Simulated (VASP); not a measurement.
TiB2: single point with PBE

The system is TiB2.

```xyz
3
Lattice="3.0318 0.0000 0.0000 -1.5159 2.6387 0.0000 0.0000 0.0000 3.2242" Properties=species:S:1:pos:R:3 pbc="T T T"
Ti    0.0000    0.0000    0.0000
B     0.0000    1.7592    1.6121
B     1.5159    0.8796    1.6121
```

This cell differs from its parent crystal: strain +0.0050 x Voigt [0, 1, 0, 0, 0, 0].

```
Program                : VASP 6.6.1
Task                   : single point
Functional             : PBE
Potentials or basis    : VASP PAW PBE potentials, release 64 (Ti_sv, B)
Cutoff                 : 520 eV
k mesh                 : 18 × 18 × 14
Occupations            : gaussian, width 0.15 eV
Spin                   : no spin polarisation
Dipole correction      : no
Further INCAR settings : ALGO = Normal; EDIFF = 1e-07; NBANDS = 16
```

```json
{"Pressure": "-1.1 GPa", "Largest force": "0.014 eV/Å", "Band gap on the k mesh": "zero (bands 9 and 10 overlap by 0.57 eV)"}
```

Forces on the atoms (eV/Å):
```
Ti   0.000  0.000  0.000
B    0.000  0.014  0.000
B    0.000 -0.014  0.000
```

Stress tensor (GPa, compression positive):
```
-0.09  0.00  0.00
 0.00 -3.00  0.00
 0.00  0.00 -0.29
```

Levels at points of the mesh, in eV from the Fermi level:
```
           k point  band 5  band 6  band 7  band 8  band 9  band 10  band 11  band 12  band 13  band 14
(0.00, 0.00, 0.00)  -13.50   -2.68   -2.63   -2.31   -2.12     1.84     1.85     3.61     3.63     5.63
(0.50, 0.00, 0.00)   -9.37   -9.25   -3.32   -3.20   -2.29     1.29     2.68     3.15     3.33     7.39
(0.00, 0.50, 0.00)   -9.38   -9.30   -3.26   -3.21   -2.27     1.32     2.66     3.15     3.36     7.36
(0.00, 0.00, 0.50)  -11.58   -7.61   -0.62   -0.59   -0.25    -0.23     0.38     0.43     1.64     6.45
(0.50, 0.00, 0.50)   -9.75   -7.56   -4.69   -3.84   -3.17     2.46     2.86     4.42     4.53     5.23
(0.00, 0.50, 0.50)   -9.78   -7.56   -4.63   -3.83   -3.21     2.45     2.85     4.40     4.53     5.35
```

It took 85 s on 1 thread of Intel(R) Xeon(R) 6975P-C (Granite Rapids), with other jobs on the host, peak memory 0.39 GiB.

Caveat: the cell differs from its parent crystal (strain +0.0050 x Voigt [0, 1, 0, 0, 0, 0]).
